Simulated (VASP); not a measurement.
# SrCl2 (Fm-3m) in VASP: further runs

SrCl2 is run at these levels: PBE; tasks: single point.

Program: VASP 6.6.1. These are calculated values, not measurements. Logs are shortened: lines on timing, memory, paths and dates and some standing lists are left out, and cuts for length are marked.

## (1) The cell of the first run

It takes space group Fm-3m (No. 225, cubic). The conventional cell has a = 7.202 Å, b = 7.202 Å, c = 7.202 Å, α = 90.00°, β = 90.00°, γ = 90.00°. Within 4.1 Å of Sr (site symmetry m-3m) lie 8 Cl at 3.12 Å. Cl (site symmetry -43m) has 4 Sr at 3.12 Å and 6 Cl at 3.60 Å within 4.1 Å.

## (2) Single point, PBE (volume scaled by 1.070)

INCAR reads:

```
ALGO = Normal
EDIFF = 1E-6
ENCUT = 520
GGA = PE
ISIF = 2
ISMEAR = 0
LASPH = True
LCHARG = False
LREAL = False
LWAVE = False
NBANDS = 19
NELM = 80
PREC = Accurate
SIGMA = 0.05
```

KPOINTS reads:

```
k-points
0
Gamma
  8 8 8
```

POSCAR reads:

```
SrCl2
1.0
    0.0000000000      3.6009078849      3.6009078849
    3.6009078849      0.0000000000      3.6009078849
    3.6009078849      3.6009078849      0.0000000000
Sr Cl
1 2
Direct
    0.0000000000      0.0000000000      0.0000000000
    0.2500000000      0.2500000000      0.2500000000
    0.7500000000      0.7500000000      0.7500000000
```

Potentials or basis: VASP PAW PBE potentials, release 64 (Sr_sv, Cl).

On the command line:

```
cat potpaw_PBE.64/Sr_sv/POTCAR potpaw_PBE.64/Cl/POTCAR > POTCAR
mpirun -np 1 vasp_std > vasp.out
```

OUTCAR:

```text
EDIFF = 1E-6
   ENCUT = 520
   GGA = PE
   ISIF = 2
   ISMEAR = 0
   LASPH = True
   LREAL = False
   NELM = 80
   PREC = Accurate

 ion  position               nearest neighbor table
   1  0.000  0.000  0.000-   3 3.12   3 3.12   3 3.12   2 3.12   3 3.12   2 3.12   2 3.12   2 3.12

   2  0.250  0.250  0.250-   1 3.12   1 3.12   1 3.12   1 3.12
   3  0.750  0.750  0.750-   1 3.12   1 3.12   1 3.12   1 3.12

  LATTYP: Found a face centered cubic cell.
 ALAT       =     7.2018157698

  Lattice vectors:

 A1 = (   0.0000000000,   3.6009078849,   3.6009078849)
 A2 = (   3.6009078849,   0.0000000000,   3.6009078849)
 A3 = (   3.6009078849,   3.6009078849,   0.0000000000)

Analysis of symmetry for initial positions (statically):
=====================================================================
 Subroutine PRICEL returns:
 Original cell was already a primitive cell.

 Routine SETGRP: Setting up the symmetry group for a
 face centered cubic supercell.

 Subroutine GETGRP returns: Found 48 space group operations
 (whereof 48 operations were pure point group operations)
 out of a pool of 48 trial point group operations.

The static configuration has the point symmetry O_h .

Analysis of symmetry for dynamics (positions and initial velocities):
=====================================================================
 Subroutine PRICEL returns:
 Original cell was already a primitive cell.

 Routine SETGRP: Setting up the symmetry group for a
 face centered cubic supercell.

 Subroutine GETGRP returns: Found 48 space group operations
 (whereof 48 operations were pure point group operations)
 out of a pool of 48 trial point group operations.

The dynamic configuration has the point symmetry O_h .

 Subroutine INISYM returns: Found 48 space group operations
 (whereof 48 operations are pure point group operations),
 and found     1 'primitive' translations

----------------------------------------------------------------------------------------

                                     Primitive cell

  volume of cell :      93.3826

  direct lattice vectors                    reciprocal lattice vectors
     0.000000000  3.600907885  3.600907885    -0.138853871  0.138853871  0.138853871
     3.600907885  0.000000000  3.600907885     0.138853871 -0.138853871  0.138853871
     3.600907885  3.600907885  0.000000000     0.138853871  0.138853871 -0.138853871

  length of vectors
     5.092452768  5.092452768  5.092452768     0.240501960  0.240501960  0.240501960

  position of ions in fractional coordinates (direct lattice)
     0.000000000  0.000000000  0.000000000
     0.250000000  0.250000000  0.250000000
     0.750000000  0.750000000  0.750000000

  ion indices of the primitive-cell ions
   primitive index   ion index
                 1           1
                 2           2
                 3           3

----------------------------------------------------------------------------------------

 KPOINTS: k-points

Automatic generation of k-mesh.
 Grid dimensions read from file:
 generate k-points for:    8    8    8

 Generating k-lattice:

  Cartesian coordinates                     Fractional coordinates (reciprocal lattice)
    -0.017356734  0.017356734  0.017356734     0.125000000  0.000000000  0.000000000
     0.017356734 -0.017356734  0.017356734     0.000000000  0.125000000  0.000000000
     0.017356734  0.017356734 -0.017356734     0.000000000  0.000000000  0.125000000

  Length of vectors
     0.030062745  0.030062745  0.030062745

  Shift w.r.t. Gamma in fractional coordinates (k-lattice)
     0.000000000  0.000000000  0.000000000

 Subroutine IBZKPT returns following result:
 ===========================================

 Found     29 irreducible k-points:

 Following reciprocal coordinates:
            Coordinates               Weight
  0.000000  0.000000  0.000000      1.000000
  0.125000  0.000000  0.000000      8.000000
  0.250000  0.000000  0.000000      8.000000
  0.375000  0.000000  0.000000      8.000000
  0.500000  0.000000  0.000000      4.000000
  0.125000  0.125000  0.000000      6.000000
[... 16 lines left out ...]
  0.500000  0.250000  0.125000     48.000000
 -0.375000  0.250000  0.125000     24.000000
 [... further k-points ...]
   k-points           NKPTS =     29   k-points in BZ     NKDIM =     29   number of bands    NBANDS=     19
   number of dos      NEDOS =    301   number of ions     NIONS =      3
   total plane-waves  NPLWV =  64000
   dimension x,y,z NGX =    40 NGY =   40 NGZ =   40
   dimension x,y,z NGXF=    80 NGYF=   80 NGZF=   80
   ions per type =               1   2
   NGX,Y,Z   is equivalent  to a cutoff of  13.06, 13.06, 13.06 a.u.
   NGXF,Y,Z  is equivalent  to a cutoff of  26.12, 26.12, 26.12 a.u.
 SYSTEM =  unknown system
   PREC   = accura    normal or accurate (medium, high low for compatibility)
   ISTART =      0    job   : 0-new  1-cont  2-samecut
   ICHARG =      2    charge: 1-file 2-atom 10-const
   ISPIN  =      1    spin polarized calculation?
   LNONCOLLINEAR =      F non collinear calculations
   LSORBIT =      F    spin-orbit coupling
   LASPH  =      T    aspherical Exc in radial PAW
   ENCUT  =  520.0 eV  38.22 Ry    6.18 a.u.   9.47  9.47  9.47*2*pi/ulx,y,z
   NELM   =     80;   NELMIN=  2; NELMDL= -5     # of ELM steps
   EDIFF  = 0.1E-05   stopping-criterion for ELM
   LREAL  =      F    real-space projection
   EDIFFG = 0.1E-04   stopping-criterion for IOM
   NSW    =      0    number of steps for IOM
   IBRION =     -1    ionic relax: 0-MD 1-quasi-New 2-CG
   NFREE  =      0    steps in history (QN), initial steepest desc. (CG)
   ISIF   =      2    stress and relaxation
   ISYM   =      2    0-nonsym 1-usesym 2-fastsym
   POTIM  = 0.5000    time-step for ionic-motion
   TEBEG  =    0.0;   TEEND  =   0.0 temperature during run
   PSTRESS=    0.0 pullay stress
   NELECT =      24.0000    total number of electrons
   NUPDOWN=      -1.0000    fix difference up-down
   EMIN   =  10.00;   EMAX   =-10.00  energy-range for DOS
   EFERMI =   0.00;   METHOD = LEGACY
   ISMEAR =     0;   SIGMA  =   0.05  broadening in eV -4-tet -1-fermi 0-gaus
   EFERMI_NEDOS =   21; number of points for ismear=-14 and -15
   IALGO  =     38    algorithm
   IMIX   =      4    mixing-type and parameters
     AMIX     =   0.40;   BMIX     =  1.00
     AMIX_MAG =   1.60;   BMIX_MAG =  1.00
  volume/ion in A,a.u.               =      31.13       210.06
  Fermi-wavevector in a.u.,A,eV,Ry     =   1.040854  1.966929 14.740245  1.083377
  Thomas-Fermi vector in A             =   2.175449
   LORBIT       =      0    0 simple, 1 ext, 2 COOP (PROOUT), +10 PAW based schemes
   GGA     = PE    functional components
   LHFCALC =     F    Hartree Fock is set to
   AEXX    =    0.0000 exact exchange contribution
   IVDW    =     0    specifies the selected vdW correction
   LEPSILON=     F    determine dielectric tensor
   LRPA    =     F    only Hartree local field effects (RPA)
 non-spin polarized calculation
 Gauss-broadening in eV      SIGMA  =   0.05
  energy-cutoff  :      520.00
  volume of cell :       93.38
 maximum number of plane-waves:      2565
 NGX is ok and might be reduce to    40
   NGX = 19   NGY = 19   NGZ = 19

 number of electron      23.9999999 magnetization

 Free energy of the ion-electron system (eV)
  ---------------------------------------------------
  ext. energy  EPLUGINS =         0.00000000
  ---------------------------------------------------
  free energy    TOTEN  =       -12.75575641 eV

  energy without entropy =      -12.75575641  energy(sigma->0) =      -12.75575641

 E-fermi :  -0.2150     XC(G=0):  -7.8808

 val. band max:       -0.4353336059   @ k =   0.5000   0.5000   0.0000
 cond. band min:       4.5417197314   @ k =   0.0000   0.0000   0.0000
 fundamental gap:      4.9770533373
 Fermi energy:        -0.2150228657

 k-point     1 :       0.0000    0.0000    0.0000
  band No.  band energies     occupation
      1     -33.6542      2.00000
      2     -15.6080      2.00000
      3     -15.6080      2.00000
      4     -15.6080      2.00000
      5     -13.4657      2.00000
      6     -12.7937      2.00000
[... 11 lines left out ...]
     18       8.3422      0.00000
     19       8.4309      0.00000

 k-point     2 :       0.1250    0.0000    0.0000
  band No.  band energies     occupation
      1     -33.6540      2.00000
      2     -15.6334      2.00000
      3     -15.6092      2.00000
      4     -15.6092      2.00000
      5     -13.4102      2.00000
      6     -12.8204      2.00000
[... 11 lines left out ...]
     18       8.0371      0.00000
     19       8.8449      0.00000

 k-point     3 :       0.2500    0.0000    0.0000
  band No.  band energies     occupation
      1     -33.6534      2.00000
      2     -15.6898      2.00000
      3     -15.6122      2.00000
      4     -15.6122      2.00000
      5     -13.2835      2.00000
      6     -12.8799      2.00000
[... 11 lines left out ...]
     18       7.8204      0.00000
     19       8.6640      0.00000

 k-point     4 :       0.3750    0.0000    0.0000
  band No.  band energies     occupation
      1     -33.6528      2.00000
      2     -15.7407      2.00000
      3     -15.6151      2.00000
      4     -15.6151      2.00000
      5     -13.1758      2.00000
      6     -12.9226      2.00000
[... 11 lines left out ...]
     18       7.7426      0.00000
     19       7.9734      0.00000

 k-point     5 :       0.5000    0.0000    0.0000
  band No.  band energies     occupation
      1     -33.6525      2.00000
      2     -15.7604      2.00000
      3     -15.6163      2.00000
      4     -15.6163      2.00000
      5     -13.1444      2.00000
      6     -12.9274      2.00000
[... 11 lines left out ...]
     18       7.7449      0.00000
     19       7.7449      0.00000
[... 334 lines left out ...]
      2     -15.7933      2.00000
      3     -15.6278      2.00000
      4     -15.6278      2.00000
      5     -13.0271      2.00000
      6     -12.9656      2.00000
[... 11 lines left out ...]
     18       7.7949      0.00000
     19       8.7036      0.00000

 k-point    22 :       0.3750    0.2500    0.1250
  band No.  band energies     occupation
      1     -33.6529      2.00000
      2     -15.7120      2.00000
      3     -15.6318      2.00000
      4     -15.6160      2.00000
      5     -13.1833      2.00000
      6     -12.9262      2.00000
[... 11 lines left out ...]
     18       7.6911      0.00000
     19       8.6852      0.00000

 k-point    23 :       0.5000    0.2500    0.1250
  band No.  band energies     occupation
      1     -33.6524      2.00000
      2     -15.7324      2.00000
      3     -15.6542      2.00000
      4     -15.6192      2.00000
      5     -13.0923      2.00000
      6     -12.9608      2.00000
[... 11 lines left out ...]
     18       7.6981      0.00000
     19       8.7732      0.00000

 k-point    24 :      -0.3750    0.2500    0.1250
  band No.  band energies     occupation
      1     -33.6522      2.00000
      2     -15.7380      2.00000
      3     -15.6656      2.00000
      4     -15.6207      2.00000
      5     -13.0686      2.00000
      6     -12.9610      2.00000
[... 11 lines left out ...]
     18       7.9123      0.00000
     19       8.5894      0.00000

 [... further k-points ...]
[... 5 lines left out ...]
  --------------------------------------------------------------------------------------
  -------------------------------------------------------------------------------------
  Total       -1.1121236     -1.1121236     -1.1121236     -0.0000000     -0.0000000      0.0000000
  in kB      -19.0808447    -19.0808447    -19.0808447     -0.0000000     -0.0000000      0.0000000
  external PRESSURE =     -19.0808447 kB  Pullay stress =       0.0000000 kB

 VOLUME and BASIS-vectors are now :
 -----------------------------------------------------------------------------
  energy-cutoff  :      520.00
  volume of cell :       93.38
      direct lattice vectors                 reciprocal lattice vectors
     0.000000000  3.600907885  3.600907885    -0.138853871  0.138853871  0.138853871
     3.600907885  0.000000000  3.600907885     0.138853871 -0.138853871  0.138853871
     3.600907885  3.600907885  0.000000000     0.138853871  0.138853871 -0.138853871

 POSITION                                       TOTAL-FORCE (eV/Angst)
 -----------------------------------------------------------------------------------
      0.00000      0.00000      0.00000        -0.000000      0.000000     -0.000000
      1.80045      1.80045      1.80045         0.000000     -0.000000     -0.000000
      5.40136      5.40136      5.40136        -0.000000     -0.000000      0.000000
 -----------------------------------------------------------------------------------
    total drift:                               -0.000000     -0.000000      0.000000

  FREE ENERGIE OF THE ION-ELECTRON SYSTEM (eV)
  ---------------------------------------------------
  free  energy   TOTEN  =       -12.7557564141 eV

  energy  without entropy=      -12.7557564141  energy(sigma->0) =      -12.75575641
```

Run time: 44 s. Hardware: 1 thread of Intel Xeon Platinum 8259CL at 2.50GHz (Skylake/Cascade Lake), shared host; peak memory 0.25 GiB.

Results:

* Free energy: -12.7558 eV
* Pressure: -1.9 GPa
* Band gap on the k mesh: 4.98 eV, indirect (least direct gap 5.28 eV)

 A k mesh can miss the band edges.

## (3) Single point, PBE (volume scaled by 1.100)

INCAR reads:

```
PREC     = Accurate       # precision mode
ENCUT    = 520            # plane-wave cutoff, eV
EDIFF    = 1E-6           # SCF threshold, eV
ISMEAR   = 0              # smearing method
SIGMA    = 0.05           # smearing width, eV
LREAL    = False          # projectors in reciprocal space
LASPH    = True           # aspherical terms in the spheres
NELM     = 80             # most SCF steps
ALGO     = Normal         # electronic algorithm
ISIF     = 2              # what is computed and relaxed
LWAVE    = False          # write WAVECAR
LCHARG   = False          # write CHGCAR
GGA      = PE             # functional
NBANDS   = 19             # bands
```

KPOINTS reads:

```
regular mesh
0
Gamma
  8 8 8
```

POSCAR reads:

```
SrCl2
1.0
    0.0000000000      3.6342515217      3.6342515217
    3.6342515217      0.0000000000      3.6342515217
    3.6342515217      3.6342515217      0.0000000000
Sr Cl
1 2
Direct
    0.0000000000      0.0000000000      0.0000000000
    0.2500000000      0.2500000000      0.2500000000
    0.7500000000      0.7500000000      0.7500000000
```

Potentials or basis: VASP PAW PBE potentials, release 64 (Sr_sv, Cl).

On the command line:

```
cat potpaw_PBE.64/Sr_sv/POTCAR potpaw_PBE.64/Cl/POTCAR > POTCAR
mpirun -np 1 vasp_std > vasp.out
```

It took 50 s on 1 thread of Intel Xeon Platinum 8259CL at 2.50GHz (Skylake/Cascade Lake), shared host; peak memory 0.25 GiB.

The run converged. Its results:

| Property | Result |
| --- | --- |
| Free energy | -12.7199 eV |
| Pressure | -2.6 GPa |
| Band gap on the k mesh | 4.88 eV, indirect (least direct gap 5.17 eV) |

Levels at points of the mesh, in eV from the valence-band top:
| k point | band 10 | band 11 | band 12 | band 13 | band 14 | band 15 |
| --- | --- | --- | --- | --- | --- | --- |
| (0.00, 0.00, 0.00) | -0.29 | -0.29 | -0.29 | 4.88 | 6.08 | 6.08 |
| (0.50, 0.00, 0.00) | -1.11 | -0.89 | -0.89 | 6.56 | 6.56 | 7.05 |
| (0.50, 0.50, 0.00) | -0.32 | -0.32 | 0.00 | 5.52 | 6.69 | 7.26 |
